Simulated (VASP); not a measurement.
# MnNF3: single point with PBE

The system is MnNF3.

```xyz
5
Lattice="3.9831 0.0000 0.0000 0.0000 3.9831 0.0000 0.0000 0.0000 3.9831" Properties=species:S:1:pos:R:3 pbc="T T T"
Mn    1.9915    1.9915    1.9915
N     0.0000    0.0000    0.0000
F     1.9915    1.9915    0.0000
F     1.9915    0.0000    1.9915
F     0.0000    1.9915    1.9915
```

| Item | Value |
| --- | --- |
| Program | VASP 6.6.1 |
| Task | single point |
| Functional | PBE |
| Potentials or basis | VASP PAW PBE potentials, release 64 (Mn_pv, N, F) |
| Cutoff | 520 eV |
| k mesh | 6 × 6 × 6 |
| Occupations | fermi-dirac, width 0.025 eV |
| Spin | collinear spin, ferromagnetic start |
| Starting moments | [2.8, 0.0, 0.0, 0.0, 0.0] μB |
| Dipole correction | no |
| Further INCAR settings | ALGO = Normal; EDIFF = 1e-06; NBANDS = 32 |

```yaml
Pressure: -3.7 GPa
Net_moment: 4.16 μB per cell
Site_moments: Mn +3.92; N +0.01; F +0.03 μB
Valence_electrons_inside_the_program's_atomic_spheres: Mn 11.20; N 3.22; F 6.06
```

Levels at points of the mesh, in eV from the Fermi level:
Spin up:
```csv
k point,band 18,band 19,band 20,band 21,band 22,band 23,band 24,band 25,band 26,band 27
"(0.00, 0.00, 0.00)",-2.71,-2.71,-1.76,-1.76,0.22,0.22,0.22,5.77,12.51,12.51
"(0.50, 0.00, 0.00)",-1.76,-1.66,-1.66,-0.69,0.01,0.04,0.04,8.48,10.10,13.79
"(0.50, 0.50, 0.00)",-1.63,-1.34,-1.06,-0.17,-0.06,-0.06,1.21,9.95,11.32,11.32
"(0.50, 0.50, 0.50)",-1.51,-1.51,0.26,0.26,0.26,1.21,1.21,10.48,10.48,10.48
```
Spin down:
| k point | band 15 | band 16 | band 17 | band 18 | band 19 | band 20 |
| --- | --- | --- | --- | --- | --- | --- |
| (0.00, 0.00, 0.00) | -3.30 | -3.30 | 0.24 | 0.24 | 0.24 | 1.43 |
| (0.50, 0.00, 0.00) | -3.32 | -3.32 | -0.55 | 0.05 | 0.05 | 1.44 |
| (0.50, 0.50, 0.00) | -3.86 | -2.74 | -0.17 | -0.04 | -0.04 | 2.05 |
| (0.50, 0.50, 0.50) | -2.73 | -2.73 | 0.19 | 0.19 | 0.19 | 2.45 |

Wall time 80 s on 1 thread of Intel(R) Xeon(R) 6975P-C (Granite Rapids) (shared host), peak memory 0.22 GiB.

Caveat: the cell stands under tension; a cell with one magnetic atom can't hold antiferromagnetic order, which such compounds often take; semilocal functionals often make such compounds metallic where correlation or magnetic order opens a gap, which also shifts bond lengths. With open d or f shells a metallic result of PBE can be an artefact of self-interaction; +U or a hybrid may open a gap.
